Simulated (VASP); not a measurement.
# TbMo (P4/mmm) in VASP: further runs, part 2 of 2

VASP 6.6.1.

## (3) Single point, PBE

Input file INCAR:

```
SYSTEM = TbMo
PREC     = Accurate       ! precision mode
ENCUT    = 690            ! plane-wave cutoff, eV
EDIFF    = 1E-6           ! SCF threshold, eV
ISMEAR   = 0              ! smearing method
SIGMA    = 0.1            ! smearing width, eV
LREAL    = .FALSE.        ! projectors in reciprocal space
LASPH    = .TRUE.         ! aspherical terms in the spheres
NELM     = 300            ! most SCF steps
ALGO     = All            ! electronic algorithm
ISIF     = 2              ! what is computed and relaxed
LWAVE    = .FALSE.        ! write WAVECAR
LCHARG   = .TRUE.         ! write CHGCAR
GGA      = PE             ! functional
LVHAR    = .TRUE.       
NBANDS   = 24             ! bands
GGA_COMPAT= .FALSE.      
LMAXMIX  = 6              ! l up to which the mixer works
ISEARCH  = 1            
KPAR     = 4
```

Input file KPOINTS:

```
regular mesh
0
G
  6 6 4
  0 0 0
```

Input file POSCAR:

```
TbMo
1.0
    2.9542720038      0.0000000000      0.0000000000
    0.0000000000      2.9542720038      0.0000000000
    0.0000000000      0.0000000000      4.8779117476
Tb Mo
1 1
Direct
    0.0000000000      0.0000000000      0.5000000000
    0.5000000000      0.5000000000      0.0000000000
```

Potentials or basis: VASP PAW PBE potentials, release 64 (Tb, Mo_sv).

On the command line:

```bash
$ cat potpaw_PBE.64/Tb/POTCAR potpaw_PBE.64/Mo_sv/POTCAR > POTCAR
$ mpirun -np 4 vasp_std > vasp.out
```

OUTCAR:

```text
SYSTEM = TbMo
   PREC = Accurate
   ENCUT = 690
   EDIFF = 1E-6
   ISMEAR = 0
   LREAL = .FALSE.
   LASPH = .TRUE.
   NELM = 300
   ISIF = 2
   GGA = PE

 ion  position               nearest neighbor table
   1  0.000  0.000  0.500-   2 3.21   2 3.21   2 3.21   2 3.21   2 3.21   2 3.21   2 3.21   2 3.21

   2  0.500  0.500  0.000-   1 3.21   1 3.21   1 3.21   1 3.21   1 3.21   1 3.21   1 3.21   1 3.21

  LATTYP: Found a simple tetragonal cell.
 ALAT       =     2.9542720038
 C/A-ratio  =     1.6511383317

  Lattice vectors:

 A1 = (   2.9542720038,   0.0000000000,   0.0000000000)
 A2 = (   0.0000000000,   2.9542720038,   0.0000000000)
 A3 = (   0.0000000000,   0.0000000000,   4.8779117476)

Analysis of symmetry for initial positions (statically):
=====================================================================
 Subroutine PRICEL returns:
 Original cell was already a primitive cell.

 Routine SETGRP: Setting up the symmetry group for a
 simple tetragonal supercell.

 Subroutine GETGRP returns: Found 16 space group operations
 (whereof 16 operations were pure point group operations)
 out of a pool of 16 trial point group operations.

The static configuration has the point symmetry D_4h.

Analysis of symmetry for dynamics (positions and initial velocities):
=====================================================================
 Subroutine PRICEL returns:
 Original cell was already a primitive cell.

 Routine SETGRP: Setting up the symmetry group for a
 simple tetragonal supercell.

 Subroutine GETGRP returns: Found 16 space group operations
 (whereof 16 operations were pure point group operations)
 out of a pool of 16 trial point group operations.

The dynamic configuration has the point symmetry D_4h.

 Subroutine INISYM returns: Found 16 space group operations
 (whereof 16 operations are pure point group operations),
 and found     1 'primitive' translations

----------------------------------------------------------------------------------------

                                     Primitive cell

  volume of cell :      42.5731

  direct lattice vectors                    reciprocal lattice vectors
     2.954272004  0.000000000  0.000000000     0.338492867  0.000000000  0.000000000
     0.000000000  2.954272004  0.000000000     0.000000000  0.338492867  0.000000000
     0.000000000  0.000000000  4.877911748     0.000000000  0.000000000  0.205005759

  length of vectors
     2.954272004  2.954272004  4.877911748     0.338492867  0.338492867  0.205005759

  position of ions in fractional coordinates (direct lattice)
     0.000000000  0.000000000  0.500000000
     0.500000000  0.500000000  0.000000000

  ion indices of the primitive-cell ions
   primitive index   ion index
                 1           1
                 2           2

----------------------------------------------------------------------------------------

 KPOINTS: regular mesh

Automatic generation of k-mesh.
 Grid dimensions read from file:
 generate k-points for:    6    6    4

 Generating k-lattice:

  Cartesian coordinates                     Fractional coordinates (reciprocal lattice)
     0.056415478  0.000000000  0.000000000     0.166666667  0.000000000  0.000000000
     0.000000000  0.056415478  0.000000000     0.000000000  0.166666667  0.000000000
     0.000000000  0.000000000  0.051251440     0.000000000  0.000000000  0.250000000

  Length of vectors
     0.056415478  0.056415478  0.051251440

  Shift w.r.t. Gamma in fractional coordinates (k-lattice)
     0.000000000  0.000000000  0.000000000

 Subroutine IBZKPT returns following result:
 ===========================================

 Found     30 irreducible k-points:

 Following reciprocal coordinates:
            Coordinates               Weight
  0.000000  0.000000  0.000000      1.000000
  0.166667  0.000000  0.000000      4.000000
  0.333333  0.000000  0.000000      4.000000
  0.500000  0.000000  0.000000      2.000000
  0.166667  0.166667  0.000000      4.000000
  0.333333  0.166667  0.000000      8.000000
[... 16 lines left out ...]
  0.333333  0.000000  0.500000      4.000000
  0.500000  0.000000  0.500000      2.000000
 [... further k-points ...]
   k-points           NKPTS =     30   k-points in BZ     NKDIM =     30   number of bands    NBANDS=     24
   number of dos      NEDOS =    301   number of ions     NIONS =      2
   total plane-waves  NPLWV =  32928
   dimension x,y,z NGX =    28 NGY =   28 NGZ =   42
   dimension x,y,z NGXF=    56 NGYF=   56 NGZF=   84
   ions per type =               1   1
   NGX,Y,Z   is equivalent  to a cutoff of  15.76, 15.76, 14.31 a.u.
   NGXF,Y,Z  is equivalent  to a cutoff of  31.51, 31.51, 28.63 a.u.
 SYSTEM =  TbMo
   PREC   = accura    normal or accurate (medium, high low for compatibility)
   ISTART =      0    job   : 0-new  1-cont  2-samecut
   ICHARG =      2    charge: 1-file 2-atom 10-const
   ISPIN  =      1    spin polarized calculation?
   LNONCOLLINEAR =      F non collinear calculations
   LSORBIT =      F    spin-orbit coupling
   LASPH  =      T    aspherical Exc in radial PAW
   ENCUT  =  690.0 eV  50.71 Ry    7.12 a.u.   6.33  6.33 10.45*2*pi/ulx,y,z
   NELM   =    300;   NELMIN=  2; NELMDL= -5     # of ELM steps
   EDIFF  = 0.1E-05   stopping-criterion for ELM
   LREAL  =      F    real-space projection
   EDIFFG = 0.1E-04   stopping-criterion for IOM
   NSW    =      0    number of steps for IOM
   IBRION =     -1    ionic relax: 0-MD 1-quasi-New 2-CG
   NFREE  =      0    steps in history (QN), initial steepest desc. (CG)
   ISIF   =      2    stress and relaxation
   ISYM   =      2    0-nonsym 1-usesym 2-fastsym
   POTIM  = 0.5000    time-step for ionic-motion
   TEBEG  =    0.0;   TEEND  =   0.0 temperature during run
   PSTRESS=    0.0 pullay stress
   NELECT =      33.0000    total number of electrons
   NUPDOWN=      -1.0000    fix difference up-down
   EMIN   =  10.00;   EMAX   =-10.00  energy-range for DOS
   EFERMI =   0.00;   METHOD = LEGACY
   ISMEAR =     0;   SIGMA  =   0.10  broadening in eV -4-tet -1-fermi 0-gaus
   EFERMI_NEDOS =   21; number of points for ismear=-14 and -15
   IALGO  =     58    algorithm
   IMIX   =      4    mixing-type and parameters
     AMIX     =   0.40;   BMIX     =  1.00
     AMIX_MAG =   1.60;   BMIX_MAG =  1.00
  volume/ion in A,a.u.               =      21.29       143.65
  Fermi-wavevector in a.u.,A,eV,Ry     =   1.503838  2.841843 30.769984  2.261530
  Thomas-Fermi vector in A             =   2.614896
   LORBIT       =      0    0 simple, 1 ext, 2 COOP (PROOUT), +10 PAW based schemes
   GGA     = PE    functional components
   LHFCALC =     F    Hartree Fock is set to
   AEXX    =    0.0000 exact exchange contribution
   IVDW    =     0    specifies the selected vdW correction
   LEPSILON=     F    determine dielectric tensor
   LRPA    =     F    only Hartree local field effects (RPA)
 non-spin polarized calculation
 Gauss-broadening in eV      SIGMA  =   0.10
  energy-cutoff  :      690.00
  volume of cell :       42.57
 maximum number of plane-waves:      1772
 NGX is ok and might be reduce to    28
   NGX = 13   NGY = 13   NGZ = 21

 number of electron      32.9999993 magnetization

 Free energy of the ion-electron system (eV)
  ---------------------------------------------------
  ext. energy  EPLUGINS =         0.00000000
  ---------------------------------------------------
  free energy    TOTEN  =       -14.26946237 eV

  energy without entropy =      -14.13075522  energy(sigma->0) =      -14.20010879

 E-fermi :   6.3705     XC(G=0): -11.8836

 val. band max:        6.3680776103   @ k =   0.5000   0.0000   0.2500
 cond. band min:       6.3733885228   @ k =   0.1667   0.1667   0.5000
 fundamental gap:      0.0053109126
 Fermi energy:         6.3705282526

 k-point     1 :       0.0000    0.0000    0.0000
  band No.  band energies     occupation
      1     -54.3878      2.00000
      2     -37.0559      2.00000
      3     -28.4155      2.00000
      4     -28.2297      2.00000
      5     -28.2297      2.00000
      6     -14.1286      2.00000
[... 16 lines left out ...]
     23       8.7413      0.00000
     24       9.4455      0.00000
[... 598 lines left out ...]
      2     -36.8429      2.00000
      3     -28.6875      2.00000
      4     -28.3629      2.00000
      5     -28.1899      2.00000
      6     -15.2874      2.00000
[... 16 lines left out ...]
     23       9.6737      0.00000
     24      10.5250      0.00000

 [... further k-points ...]

------------------------ aborting loop because EDIFF is reached ----------------------------------------

  FORCE on cell =-STRESS in cart. coord.  units (eV):
  Direction    XX          YY          ZZ          XY          YZ          ZX
  --------------------------------------------------------------------------------------
  -------------------------------------------------------------------------------------
  Total       -2.6453186     -2.6453186     -1.3370773      0.0000000      0.0000000     -0.0000000
  in kB      -99.5528456    -99.5528456    -50.3190241      0.0000000      0.0000000     -0.0000000
  external PRESSURE =     -83.1415718 kB  Pullay stress =       0.0000000 kB

 VOLUME and BASIS-vectors are now :
 -----------------------------------------------------------------------------
  energy-cutoff  :      690.00
  volume of cell :       42.57
      direct lattice vectors                 reciprocal lattice vectors
     2.954272004  0.000000000  0.000000000     0.338492867  0.000000000  0.000000000
     0.000000000  2.954272004  0.000000000     0.000000000  0.338492867  0.000000000
     0.000000000  0.000000000  4.877911748     0.000000000  0.000000000  0.205005759

 POSITION                                       TOTAL-FORCE (eV/Angst)
 -----------------------------------------------------------------------------------
      0.00000      0.00000      2.43896         0.000000      0.000000      0.000000
      1.47714      1.47714      0.00000         0.000000      0.000000      0.000000
 -----------------------------------------------------------------------------------
    total drift:                                0.000000      0.000000      0.000000

  FREE ENERGIE OF THE ION-ELECTRON SYSTEM (eV)
  ---------------------------------------------------
  free  energy   TOTEN  =       -14.2694623673 eV

  energy  without entropy=      -14.1307398286  energy(sigma->0) =      -14.20010110
```

It took 58 s on 4 MPI ranks of Intel Xeon 6975P-C (Granite Rapids), shared host; peak memory 0.24 GiB.

What came out:

| Quantity | Value |
| --- | --- |
| Free energy | -14.2695 eV |
| Pressure | -8.3 GPa |
| Band gap on the k mesh | zero (an odd number of electrons rules out a gap without spin polarisation) |

Stress tensor (GPa, compression positive):
```
-9.96  0.00  0.00
 0.00 -9.96  0.00
 0.00  0.00 -5.03
```

Caveat: the cell stands under tension; spin-orbit coupling is left out, which moves the levels of the heavy elements; semilocal functionals describe open f shells poorly, which spoils levels, moments and volumes.
